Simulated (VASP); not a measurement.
# Sn (P6/mmm) in VASP: further runs

The runs below take Sn through single point, with PBEsol.

Everything below comes from runs of VASP 6.6.1. Logs are shortened: lines on timing, memory, paths and dates and some standing lists are left out, and cuts for length are marked.

### 1 The cell of the first run

Symmetry: P6/mmm, No. 191, hexagonal system. The conventional cell has a = 5.238 Å, b = 5.238 Å, c = 3.191 Å, α = 90.00°, β = 90.00°, γ = 120.00°. Sn (site symmetry 6/mmm) has 14 Sn at 3.19 to 3.42 Å within 4.2 Å. Within 4.0 Å of Sn (site symmetry -6m2) lie 11 Sn at 3.02 to 3.42 Å.

### 2 Single point, PBEsol (volume scaled by 0.96)

Contents of INCAR:

```
PREC = Accurate
ENCUT = 520
EDIFF = 1E-7
ISMEAR = -1
SIGMA = 0.1
LREAL = False
LASPH = True
NELM = 80
ALGO = Normal
ISIF = 2
LWAVE = False
LCHARG = True
GGA = PS
LELF = True
LVHAR = True
NBANDS = 28
```

Contents of KPOINTS:

```
Automatic mesh
0
Gamma
  8 8 11
```

Contents of POSCAR:

```
Sn
1.0
    5.2384296954      0.0000000000      0.0000000000
   -2.6192148477      4.5366131922      0.0000000000
    0.0000000000      0.0000000000      3.1912227591
Sn
3
Direct
    0.0000000000      1.0000000000      0.0000000000
    0.3333333333      0.6666666667      0.5000000000
    0.6666666667      0.3333333333      0.5000000000
```

Potentials or basis: VASP PAW PBE potentials, release 64 (Sn_d).

Command:

```bash
> cat potpaw_PBE.64/Sn_d/POTCAR > POTCAR
> mpirun -np 1 vasp_std > vasp.out
```

OUTCAR:

```text
PREC = Accurate
   ENCUT = 520
   EDIFF = 1E-7
   ISMEAR = -1
   LREAL = False
   LASPH = True
   NELM = 80
   ISIF = 2
   GGA = PS

 ion  position               nearest neighbor table
   1  0.000  0.000  0.000-   2 3.42   3 3.42   2 3.42   3 3.42   3 3.42   3 3.42   2 3.42   2 3.42
                             3 3.42   3 3.42   2 3.42   2 3.42
   2  0.333  0.667  0.500-   3 3.02   3 3.02   3 3.02   1 3.42   1 3.42   1 3.42   1 3.42   1 3.42
                             1 3.42
   3  0.667  0.333  0.500-   2 3.02   2 3.02   2 3.02   1 3.42   1 3.42   1 3.42   1 3.42   1 3.42
                             1 3.42

  LATTYP: Found a hexagonal cell.
 ALAT       =     5.2384296954
 C/A-ratio  =     0.6091945382

  Lattice vectors:

 A1 = (   5.2384296954,   0.0000000000,   0.0000000000)
 A2 = (  -2.6192148477,   4.5366131922,   0.0000000000)
 A3 = (   0.0000000000,   0.0000000000,   3.1912227591)

Analysis of symmetry for initial positions (statically):
=====================================================================
 Subroutine PRICEL returns:
 Original cell was already a primitive cell.

 Routine SETGRP: Setting up the symmetry group for a
 hexagonal supercell.

 Subroutine GETGRP returns: Found 24 space group operations
 (whereof 24 operations were pure point group operations)
 out of a pool of 24 trial point group operations.

The static configuration has the point symmetry D_6h.

Analysis of symmetry for dynamics (positions and initial velocities):
=====================================================================
 Subroutine PRICEL returns:
 Original cell was already a primitive cell.

 Routine SETGRP: Setting up the symmetry group for a
 hexagonal supercell.

 Subroutine GETGRP returns: Found 24 space group operations
 (whereof 24 operations were pure point group operations)
 out of a pool of 24 trial point group operations.

The dynamic configuration has the point symmetry D_6h.

 Subroutine INISYM returns: Found 24 space group operations
 (whereof 24 operations are pure point group operations),
 and found     1 'primitive' translations

----------------------------------------------------------------------------------------

                                     Primitive cell

  volume of cell :      75.8385

  direct lattice vectors                    reciprocal lattice vectors
     5.238429695  0.000000000  0.000000000     0.190896902  0.110214378  0.000000000
    -2.619214848  4.536613192  0.000000000     0.000000000  0.220428755  0.000000000
     0.000000000  0.000000000  3.191222759     0.000000000  0.000000000  0.313359510

  length of vectors
     5.238429695  5.238429695  3.191222759     0.220428755  0.220428755  0.313359510

  position of ions in fractional coordinates (direct lattice)
     0.000000000  0.000000000  0.000000000
     0.333333333  0.666666667  0.500000000
     0.666666667  0.333333333  0.500000000

  ion indices of the primitive-cell ions
   primitive index   ion index
                 1           1
                 2           2
                 3           3

----------------------------------------------------------------------------------------

 KPOINTS: Automatic mesh

Automatic generation of k-mesh.
 Grid dimensions read from file:
 generate k-points for:    8    8   11

 Generating k-lattice:

  Cartesian coordinates                     Fractional coordinates (reciprocal lattice)
     0.023862113  0.013776797  0.000000000     0.125000000  0.000000000  0.000000000
     0.000000000  0.027553594  0.000000000     0.000000000  0.125000000  0.000000000
     0.000000000  0.000000000  0.028487228     0.000000000  0.000000000  0.090909091

  Length of vectors
     0.027553594  0.027553594  0.028487228

  Shift w.r.t. Gamma in fractional coordinates (k-lattice)
     0.000000000  0.000000000  0.000000000

 Subroutine IBZKPT returns following result:
 ===========================================

 Found     60 irreducible k-points:

 Following reciprocal coordinates:
            Coordinates               Weight
  0.000000  0.000000  0.000000      1.000000
  0.125000  0.000000  0.000000      6.000000
  0.250000  0.000000  0.000000      6.000000
  0.375000  0.000000  0.000000      6.000000
  0.500000  0.000000  0.000000      3.000000
  0.125000  0.125000  0.000000      6.000000
[... 16 lines left out ...]
  0.250000  0.000000  0.181818     12.000000
  0.375000  0.000000  0.181818     12.000000
 [... further k-points ...]
   k-points           NKPTS =     60   k-points in BZ     NKDIM =     60   number of bands    NBANDS=     28
   number of dos      NEDOS =    301   number of ions     NIONS =      3
   total plane-waves  NPLWV =  38400
   dimension x,y,z NGX =    40 NGY =   40 NGZ =   24
   dimension x,y,z NGXF=    80 NGYF=   80 NGZF=   48
   ions per type =               3
   NGX,Y,Z   is equivalent  to a cutoff of  12.69, 12.69, 12.50 a.u.
   NGXF,Y,Z  is equivalent  to a cutoff of  25.39, 25.39, 25.01 a.u.
 SYSTEM =  unknown system
   PREC   = accura    normal or accurate (medium, high low for compatibility)
   ISTART =      0    job   : 0-new  1-cont  2-samecut
   ICHARG =      2    charge: 1-file 2-atom 10-const
   ISPIN  =      1    spin polarized calculation?
   LNONCOLLINEAR =      F non collinear calculations
   LSORBIT =      F    spin-orbit coupling
   LASPH  =      T    aspherical Exc in radial PAW
   ENCUT  =  520.0 eV  38.22 Ry    6.18 a.u.   9.74  9.74  5.93*2*pi/ulx,y,z
   NELM   =     80;   NELMIN=  2; NELMDL= -5     # of ELM steps
   EDIFF  = 0.1E-06   stopping-criterion for ELM
   LREAL  =      F    real-space projection
   EDIFFG = 0.1E-05   stopping-criterion for IOM
   NSW    =      0    number of steps for IOM
   IBRION =     -1    ionic relax: 0-MD 1-quasi-New 2-CG
   NFREE  =      0    steps in history (QN), initial steepest desc. (CG)
   ISIF   =      2    stress and relaxation
   ISYM   =      2    0-nonsym 1-usesym 2-fastsym
   POTIM  = 0.5000    time-step for ionic-motion
   TEBEG  =    0.0;   TEEND  =   0.0 temperature during run
   PSTRESS=    0.0 pullay stress
   NELECT =      42.0000    total number of electrons
   NUPDOWN=      -1.0000    fix difference up-down
   EMIN   =  10.00;   EMAX   =-10.00  energy-range for DOS
   EFERMI =   0.00;   METHOD = LEGACY
   ISMEAR =    -1;   SIGMA  =   0.10  broadening in eV -4-tet -1-fermi 0-gaus
   EFERMI_NEDOS =   21; number of points for ismear=-14 and -15
   IALGO  =     38    algorithm
   IMIX   =      4    mixing-type and parameters
     AMIX     =   0.40;   BMIX     =  1.00
     AMIX_MAG =   1.60;   BMIX_MAG =  1.00
  volume/ion in A,a.u.               =      25.28       170.59
  Fermi-wavevector in a.u.,A,eV,Ry     =   1.344398  2.540544 24.591260  1.807407
  Thomas-Fermi vector in A             =   2.472395
   LORBIT       =      0    0 simple, 1 ext, 2 COOP (PROOUT), +10 PAW based schemes
   GGA     = PS    functional components
   LHFCALC =     F    Hartree Fock is set to
   AEXX    =    0.0000 exact exchange contribution
   IVDW    =     0    specifies the selected vdW correction
   LEPSILON=     F    determine dielectric tensor
   LRPA    =     F    only Hartree local field effects (RPA)
 non-spin polarized calculation
  energy-cutoff  :      520.00
  volume of cell :       75.84
 maximum number of plane-waves:      2059
 NGX is ok and might be reduce to    40
   NGX = 19   NGY = 19   NGZ = 11

 number of electron      42.0000012 magnetization

 Free energy of the ion-electron system (eV)
  ---------------------------------------------------
  ext. energy  EPLUGINS =         0.00000000
  ---------------------------------------------------
  free energy    TOTEN  =       -12.64368807 eV

  energy without entropy =      -12.57891609  energy(sigma->0) =      -12.61130208

 E-fermi :   8.8121     XC(G=0): -10.8410

 val. band max:        8.7953496407   @ k =   0.3750   0.2500   0.3636
 cond. band min:       8.8275718756   @ k =   0.1250   0.1250   0.0000
 fundamental gap:      0.0322222349
 Fermi energy:         8.8120854213

 k-point     1 :       0.0000    0.0000    0.0000
  band No.  band energies     occupation
      1     -12.7843      2.00000
      2     -12.6869      2.00000
      3     -12.6628      2.00000
      4     -12.6628      2.00000
      5     -12.6126      2.00000
      6     -12.6126      2.00000
[... 20 lines left out ...]
     27      17.5456      0.00000
     28      17.6353      0.00000

 k-point     2 :       0.1250    0.0000    0.0000
  band No.  band energies     occupation
      1     -12.7820      2.00000
      2     -12.6876      2.00000
      3     -12.6645      2.00000
      4     -12.6628      2.00000
      5     -12.6149      2.00000
      6     -12.6130      2.00000
[... 20 lines left out ...]
     27      17.1654      0.00000
     28      17.3308      0.00000

 k-point     3 :       0.2500    0.0000    0.0000
  band No.  band energies     occupation
      1     -12.7764      2.00000
      2     -12.6928      2.00000
      3     -12.6684      2.00000
      4     -12.6663      2.00000
      5     -12.6258      2.00000
      6     -12.6201      2.00000
[... 20 lines left out ...]
     27      16.1906      0.00000
     28      16.8621      0.00000

 k-point     4 :       0.3750    0.0000    0.0000
  band No.  band energies     occupation
      1     -12.7709      2.00000
      2     -12.7062      2.00000
      3     -12.6722      2.00000
      4     -12.6721      2.00000
      5     -12.6345      2.00000
      6     -12.6341      2.00000
[... 578 lines left out ...]
     27      15.8410      0.00000
     28      17.6084      0.00000

 k-point    23 :       0.2500    0.0000    0.1818
  band No.  band energies     occupation
      1     -12.7072      2.00000
      2     -12.6850      2.00000
      3     -12.6775      2.00000
      4     -12.6593      2.00000
      5     -12.6534      2.00000
      6     -12.6072      2.00000
[... 20 lines left out ...]
     27      14.8432      0.00000
     28      17.0374      0.00000

 k-point    24 :       0.3750    0.0000    0.1818
  band No.  band energies     occupation
      1     -12.7037      2.00000
      2     -12.6935      2.00000
      3     -12.6777      2.00000
      4     -12.6676      2.00000
      5     -12.6492      2.00000
      6     -12.6128      2.00000
[... 20 lines left out ...]
     27      13.6468      0.00000
     28      16.0081      0.00000

 [... further k-points ...]
[... 5 lines left out ...]
  --------------------------------------------------------------------------------------
  -------------------------------------------------------------------------------------
  Total        1.9100875      1.9100875      0.2431519     -0.0000000      0.0000000      0.0000000
  in kB       40.3528171     40.3528171      5.1368669     -0.0000000      0.0000000      0.0000000
  external PRESSURE =      28.6141670 kB  Pullay stress =       0.0000000 kB

 VOLUME and BASIS-vectors are now :
 -----------------------------------------------------------------------------
  energy-cutoff  :      520.00
  volume of cell :       75.84
      direct lattice vectors                 reciprocal lattice vectors
     5.238429695  0.000000000  0.000000000     0.190896902  0.110214378  0.000000000
    -2.619214848  4.536613192  0.000000000     0.000000000  0.220428755  0.000000000
     0.000000000  0.000000000  3.191222759     0.000000000  0.000000000  0.313359510

 POSITION                                       TOTAL-FORCE (eV/Angst)
 -----------------------------------------------------------------------------------
      0.00000      0.00000      0.00000         0.000000      0.000000     -0.000000
     -0.00000      3.02441      1.59561        -0.000000     -0.000000      0.000000
      2.61921      1.51220      1.59561         0.000000      0.000000     -0.000000
 -----------------------------------------------------------------------------------
    total drift:                               -0.000000      0.000000      0.000000

  FREE ENERGIE OF THE ION-ELECTRON SYSTEM (eV)
  ---------------------------------------------------
  free  energy   TOTEN  =       -12.6436880710 eV

  energy  without entropy=      -12.5789160867  energy(sigma->0) =      -12.61130208
```

Run time: 95 s. Hardware: 1 thread of Intel Xeon 6975P-C, shared host; peak memory 0.24 GiB.

What came out:

- Free energy: -12.6437 eV
- Pressure: 2.9 GPa
- Band gap on the k mesh: zero (band 21 reaches 10.56 eV, above the bottom of band 22 at 6.15 eV)

Stress tensor (GPa, compression positive):
```
4.04 0.00 0.00
0.00 4.04 0.00
0.00 0.00 0.51
```

Caveat: the PAW data sets were made with another functional, which shifts forces and pressure a little; spin-orbit coupling is left out, which moves the levels of the heavy elements.

(Part 1 of 2 ends here.)
